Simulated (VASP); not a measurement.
# TaF3 (Pm-3m) in VASP: notebook, part 2 of 2

VASP 6.6.1. The steps go on from the part before.

### Step 3. Single point, r2SCAN

POSCAR reads:

```
TaF3
1.0
    3.9012000000      0.0000000000      0.0000000000
    0.0000000000      3.9012000000      0.0000000000
    0.0000000000      0.0000000000      3.9012000000
Ta F
1 3
Direct
    0.0000000000      0.0000000000      0.0000000000
    0.5000000000      0.0000000000      0.0000000000
    0.0000000000      0.5000000000      0.0000000000
    0.0000000000      0.0000000000      0.5000000000
```

INCAR.step1 reads:

```
PREC     = Accurate       # precision mode
ENCUT    = 660            # plane-wave cutoff, eV
ISMEAR   = -1             # smearing method
SIGMA    = 0.1            # smearing width, eV
LREAL    = F              # projectors in reciprocal space
LASPH    = T              # aspherical terms in the spheres
NELM     = 120            # most SCF steps
NBANDS   = 24             # bands
GGA      = PE             # functional
ALGO     = Normal         # electronic algorithm
EDIFF    = 1E-5           # SCF threshold, eV
LWAVE    = T              # write WAVECAR
LCHARG   = F              # write CHGCAR
GGA_COMPAT= F
```

INCAR.step2 reads:

```
PREC     = Accurate       # precision mode
ENCUT    = 660            # plane-wave cutoff, eV
EDIFF    = 1E-6           # SCF threshold, eV
ISMEAR   = -1             # smearing method
SIGMA    = 0.1            # smearing width, eV
LREAL    = F              # projectors in reciprocal space
LASPH    = T              # aspherical terms in the spheres
NELM     = 120            # most SCF steps
ALGO     = Normal         # electronic algorithm
ISIF     = 2              # what is computed and relaxed
LWAVE    = F              # write WAVECAR
LCHARG   = F              # write CHGCAR
METAGGA  = R2SCAN         # meta-GGA
LMIXTAU  = T            
NBANDS   = 24             # bands
ISTART   = 1            
GGA_COMPAT= F
```

KPOINTS reads:

```
Automatic mesh
0
Gamma
  3 3 3
```

Potentials or basis: VASP PAW PBE potentials, release 64 (Ta_pv, F).

Launch:

```
$ cat potpaw_PBE.64/Ta_pv/POTCAR potpaw_PBE.64/F/POTCAR > POTCAR
$ cp INCAR.step1 INCAR
$ mpirun -np 1 vasp_std > vasp.out
$ cp INCAR.step2 INCAR
$ mpirun -np 1 vasp_std > vasp.out
```

OUTCAR:

```text
PREC = Accurate
   ENCUT = 660
   EDIFF = 1E-6
   ISMEAR = -1
   LREAL = F
   LASPH = T
   NELM = 120
   ISIF = 2
   METAGGA = R2SCAN
   ISTART = 1

 ion  position               nearest neighbor table
   1  0.000  0.000  0.000-   2 1.95   3 1.95   4 1.95   4 1.95   3 1.95   2 1.95
   2  0.500  0.000  0.000-   1 1.95   1 1.95
   3  0.000  0.500  0.000-   1 1.95   1 1.95
   4  0.000  0.000  0.500-   1 1.95   1 1.95

  LATTYP: Found a simple cubic cell.
 ALAT       =     3.9012000000

  Lattice vectors:

 A1 = (   3.9012000000,   0.0000000000,   0.0000000000)
 A2 = (   0.0000000000,   3.9012000000,   0.0000000000)
 A3 = (   0.0000000000,   0.0000000000,   3.9012000000)

Analysis of symmetry for initial positions (statically):
=====================================================================
 Subroutine PRICEL returns:
 Original cell was already a primitive cell.

 Routine SETGRP: Setting up the symmetry group for a
 simple cubic supercell.

 Subroutine GETGRP returns: Found 48 space group operations
 (whereof 48 operations were pure point group operations)
 out of a pool of 48 trial point group operations.

The static configuration has the point symmetry O_h .

Analysis of symmetry for dynamics (positions and initial velocities):
=====================================================================
 Subroutine PRICEL returns:
 Original cell was already a primitive cell.

 Routine SETGRP: Setting up the symmetry group for a
 simple cubic supercell.

 Subroutine GETGRP returns: Found 48 space group operations
 (whereof 48 operations were pure point group operations)
 out of a pool of 48 trial point group operations.

The dynamic configuration has the point symmetry O_h .

 Subroutine INISYM returns: Found 48 space group operations
 (whereof 48 operations are pure point group operations),
 and found     1 'primitive' translations

[... 94 lines left out ...]
   IALGO  =     38    algorithm
   IMIX   =      4    mixing-type and parameters
     AMIX     =   0.40;   BMIX     =  1.00
     AMIX_MAG =   1.60;   BMIX_MAG =  1.00
  volume/ion in A,a.u.               =      14.84       100.17
  Fermi-wavevector in a.u.,A,eV,Ry     =   1.332273  2.517631 24.149685  1.774952
  Thomas-Fermi vector in A             =   2.461221
   LORBIT       =      0    0 simple, 1 ext, 2 COOP (PROOUT), +10 PAW based schemes
   METAGGA = R2SCAN    functional components
   LHFCALC =     F    Hartree Fock is set to
   AEXX    =    0.0000 exact exchange contribution
   IVDW    =     0    specifies the selected vdW correction
   LEPSILON=     F    determine dielectric tensor
   LRPA    =     F    only Hartree local field effects (RPA)
 non-spin polarized calculation
  energy-cutoff  :      660.00
  volume of cell :       59.37
 maximum number of plane-waves:      2316
 NGX is ok and might be reduce to    36
   NGX = 17   NGY = 17   NGZ = 17

 number of electron      32.0000012 magnetization

 Free energy of the ion-electron system (eV)
  ---------------------------------------------------
  ext. energy  EPLUGINS =         0.00000000
  ---------------------------------------------------
  free energy    TOTEN  =       -67.46885325 eV

  energy without entropy =      -67.28816873  energy(sigma->0) =      -67.37851099

 E-fermi :   4.8961     XC(G=0):  -9.6564

 val. band max:        4.8605141718   @ k =   0.3333   0.0000   0.0000
 cond. band min:       4.9125641521   @ k =   0.3333   0.3333   0.0000
 fundamental gap:      0.0520499803
 Fermi energy:         4.8961128874

 k-point     1 :       0.0000    0.0000    0.0000
  band No.  band energies     occupation
      1     -33.5461      2.00000
      2     -33.5461      2.00000
      3     -33.5461      2.00000
      4     -25.8564      2.00000
      5     -25.5568      2.00000
      6     -25.5568      2.00000
[... 97 lines left out ...]
     23      12.2715      0.00000
     24      12.2715      0.00000

------------------------ aborting loop because EDIFF is reached ----------------------------------------

  FORCE on cell =-STRESS in cart. coord.  units (eV):
  Direction    XX          YY          ZZ          XY          YZ          ZX
  --------------------------------------------------------------------------------------
  -------------------------------------------------------------------------------------
  Total        8.9091461      8.9091461      8.9091461      0.0000000     -0.0000000      0.0000000
  in kB      240.4097180    240.4097180    240.4097180      0.0000000     -0.0000000      0.0000000
  external PRESSURE =     240.4097180 kB  Pullay stress =       0.0000000 kB

 VOLUME and BASIS-vectors are now :
 -----------------------------------------------------------------------------
  energy-cutoff  :      660.00
  volume of cell :       59.37
      direct lattice vectors                 reciprocal lattice vectors
     3.901200000  0.000000000  0.000000000     0.256331385  0.000000000  0.000000000
     0.000000000  3.901200000  0.000000000     0.000000000  0.256331385  0.000000000
     0.000000000  0.000000000  3.901200000     0.000000000  0.000000000  0.256331385

 POSITION                                       TOTAL-FORCE (eV/Angst)
 -----------------------------------------------------------------------------------
      0.00000      0.00000      0.00000         0.000000      0.000000      0.000000
      1.95060      0.00000      0.00000         0.000000      0.000000      0.000000
      0.00000      1.95060      0.00000         0.000000      0.000000      0.000000
      0.00000      0.00000      1.95060         0.000000      0.000000      0.000000
 -----------------------------------------------------------------------------------
    total drift:                                0.000000      0.000000     -0.000000

  FREE ENERGIE OF THE ION-ELECTRON SYSTEM (eV)
  ---------------------------------------------------
  free  energy   TOTEN  =       -67.4688532480 eV

  energy  without entropy=      -67.2881687250  energy(sigma->0) =      -67.37851099
```

OUTCAR.step1:

```text
PREC = Accurate
   ENCUT = 660
   ISMEAR = -1
   LREAL = F
   LASPH = T
[... 312 lines left out ...]
      0.00000      0.00000      0.00000         0.000000      0.000000      0.000000
      1.95060      0.00000      0.00000         0.000000      0.000000      0.000000
      0.00000      1.95060      0.00000         0.000000      0.000000      0.000000
      0.00000      0.00000      1.95060         0.000000      0.000000      0.000000
 -----------------------------------------------------------------------------------
    total drift:                                0.000000      0.000000     -0.000000

  FREE ENERGIE OF THE ION-ELECTRON SYSTEM (eV)
  ---------------------------------------------------
  free  energy   TOTEN  =       -25.9707139033 eV

  energy  without entropy=      -25.7899880529  energy(sigma->0) =      -25.88035098
```

OSZICAR.step1:

```text
N       E                     dE             d eps       ncg     rms          rms(c)
DAV:   1     0.308786202422E+03    0.30879E+03   -0.20465E+04   192   0.158E+03
DAV:   2    -0.114262184897E+02   -0.32021E+03   -0.30765E+03   224   0.412E+02
DAV:   3    -0.279818295359E+02   -0.16556E+02   -0.16327E+02   248   0.906E+01
DAV:   4    -0.281272460395E+02   -0.14542E+00   -0.14537E+00   208   0.954E+00
DAV:   5    -0.281286751587E+02   -0.14291E-02   -0.14289E-02   232   0.960E-01    0.304E+01
DAV:   6    -0.259716889774E+02    0.21570E+01   -0.74706E+00   224   0.247E+01    0.156E+01
DAV:   7    -0.259703936186E+02    0.12954E-02   -0.20956E-01   200   0.359E+00    0.859E+00
DAV:   8    -0.259705528830E+02   -0.15926E-03   -0.20939E-02   248   0.154E+00    0.133E+00
DAV:   9    -0.259697964081E+02    0.75647E-03   -0.24140E-03   200   0.402E-01    0.745E-02
DAV:  10    -0.259705992565E+02   -0.80285E-03   -0.81989E-04   200   0.188E-01    0.155E-02
DAV:  11    -0.259706989719E+02   -0.99715E-04   -0.87702E-05   192   0.507E-02    0.930E-03
DAV:  12    -0.259707116982E+02   -0.12726E-04   -0.13725E-05   176   0.222E-02    0.209E-03
DAV:  13    -0.259707139033E+02   -0.22050E-05   -0.24034E-06   160   0.745E-03
   1 F= -.25970714E+02 E0= -.25880351E+02  d E =-.180726E+00
```

It took 84 s on 1 thread of Intel Xeon 8259CL, shared host; peak memory 0.22 GiB.

Results:

- Free energy: -67.4689 eV
- Pressure: 24.0 GPa
- Band gap on the k mesh: zero (bands 16 and 17 overlap by 2.20 eV)

Caveat: the k points lie up to 0.54 Å⁻¹ apart, too coarse for converged energies and pressures of a metal; the PAW data sets were made with another functional, which shifts forces and pressure a little; spin-orbit coupling is left out, which moves the levels of the heavy elements.

### Step 4. Single point, r2SCAN

POSCAR is that of step 3.

INCAR.step1 reads:

```
PREC = Accurate
ENCUT = 660
ISMEAR = -1
SIGMA = 0.1
LREAL = F
LASPH = T
NELM = 120
NBANDS = 24
GGA = PE
ALGO = Normal
EDIFF = 1E-5
LWAVE = T
LCHARG = F
GGA_COMPAT = F
```

INCAR.step2 reads:

```
PREC = Accurate
ENCUT = 660
EDIFF = 1E-6
ISMEAR = -1
SIGMA = 0.1
LREAL = F
LASPH = T
NELM = 120
ALGO = Normal
ISIF = 2
LWAVE = F
LCHARG = T
METAGGA = R2SCAN
LMIXTAU = T
LELF = T
LVHAR = T
NBANDS = 24
ISTART = 1
GGA_COMPAT = F
```

KPOINTS reads:

```
regular mesh
0
Gamma
  4 4 4
```

Launch:

```
$ cat potpaw_PBE.64/Ta_pv/POTCAR potpaw_PBE.64/F/POTCAR > POTCAR
$ cp INCAR.step1 INCAR
$ mpirun -np 1 vasp_std > vasp.out
$ cp INCAR.step2 INCAR
$ mpirun -np 1 vasp_std > vasp.out
```

Wall time 2.2 min (1 thread of Intel Xeon 8259CL, shared host); peak memory 0.22 GiB.

Results (log left out):

| Property | Result |
| --- | --- |
| Free energy | -67.5575 eV |
| Pressure | 23.2 GPa |
| Band gap on the k mesh | zero (bands 16 and 17 overlap by 3.03 eV) |

Levels at points of the mesh, in eV from the Fermi level:
```
           k point  band 12  band 13  band 14  band 15  band 16  band 17  band 18  band 19
(0.00, 0.00, 0.00)    -9.90    -9.83    -9.83    -9.83    -1.25    -1.25    -1.25    -0.54
(0.50, 0.00, 0.00)   -10.56   -10.03    -9.85    -9.85    -1.17     0.35     0.35     2.22
(0.50, 0.50, 0.00)   -10.33   -10.27   -10.27    -9.23     0.46     0.46     1.47     3.60
(0.50, 0.50, 0.50)   -11.98    -9.22    -9.22    -9.22     1.78     1.78     1.78     3.37
```

Caveat: the k points lie up to 0.40 Å⁻¹ apart, too coarse for converged energies and pressures of a metal; the PAW data sets were made with another functional, which shifts forces and pressure a little; spin-orbit coupling is left out, which moves the levels of the heavy elements.

### Step 5. Summary

| k mesh | gap on the mesh (eV) | pressure (GPa) |
| --- | --- | --- |
| 2 × 2 × 2 | none | 19.2 |
| 3 × 3 × 3 | none | 24.0 |
| 4 × 4 × 4 | none | 23.2 |

Alike in all rows: task single point; level r2SCAN; potentials or basis VASP PAW PBE potentials, release 64 (Ta_pv, F); no spin polarisation; cell as given; cutoff (eV) 660; smearing fermi-dirac 0.1 eV.

Caveats: all runs use coarse meshes; the PAW data sets were made with another functional, which shifts forces and pressure a little; spin-orbit coupling is left out, which moves the levels of the heavy elements.

Absolute energies hang on the potentials; compare differences alone.
